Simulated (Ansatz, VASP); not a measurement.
# AlN in VASP and in Ansatz

Contents of INCAR:

```
SYSTEM = AlN
PREC = Accurate
ENCUT = 600
EDIFF = 1E-6
ISMEAR = 0
SIGMA = 0.01
LREAL = .False.
LASPH = .True.
NELM = 120
ALGO = Normal
ISIF = 2
LWAVE = .False.
LCHARG = .True.
GGA = PS
LELF = .True.
LVHAR = .True.
NBANDS = 11
GGA_COMPAT = .False.
```

The input KPOINTS:

```
Automatic mesh
0
Gamma
  2 2 2
  0 0 0
```

File POSCAR:

```
AlN
1.0
    0.0000000000      2.1848764208      2.1848764208
    2.1848764208      0.0000000000      2.1848764208
    2.1848764208      2.1848764208      0.0000000000
Al N
1 1
Direct
    0.0000000000      0.0000000000      0.0000000000
    0.2500000000      0.2500000000      0.2500000000
```

Input for Ansatz:

```yaml
crystal:
  lattice:
    - [0.0, 2.1848764208, 2.1848764208]
    - [2.1848764208, 0.0, 2.1848764208]
    - [2.1848764208, 2.1848764208, 0.0]
  atoms:
    - { symbol: Al, position: [0.0, 0.0, 0.0] }
    - { symbol: "N", position: [0.25, 0.25, 0.25] }
kpoints:
  mp_grid: { grid: [2, 2, 2] }
hamiltonian:
  xc: pbesol
scf:
  occupations: { method: fixed }
  n_extra_bands: 4
output:
  forces: true
  stress: true
  eigenvalues: true
```

Alike in both runs: task single point; functional PBEsol; k mesh 2 × 2 × 2; no spin polarisation.

```csv
,VASP,Ansatz
version,VASP 6.6.1,Ansatz 0.2.0
potentials or method,"VASP PAW PBE potentials, release 64 (Al, N)",plane waves
plane-wave cutoff (eV),600,420
occupations,"gaussian, width 0.01 eV",fixed
valence electrons in the cell,8,8
```

Ansatz gave:

```
gap on the k mesh at the Fermi level (eV) : 2.70
pressure (GPa)                            : 5.6
```

**Question.** Estimate VASP's values.

**Answer.** gap on the k mesh at the Fermi level (eV): 2.69; pressure (GPa): 5.6.

VASP's potentials were made for PBE, not for PBEsol.

The k mesh is coarse, so the values compare programs but aren't converged.
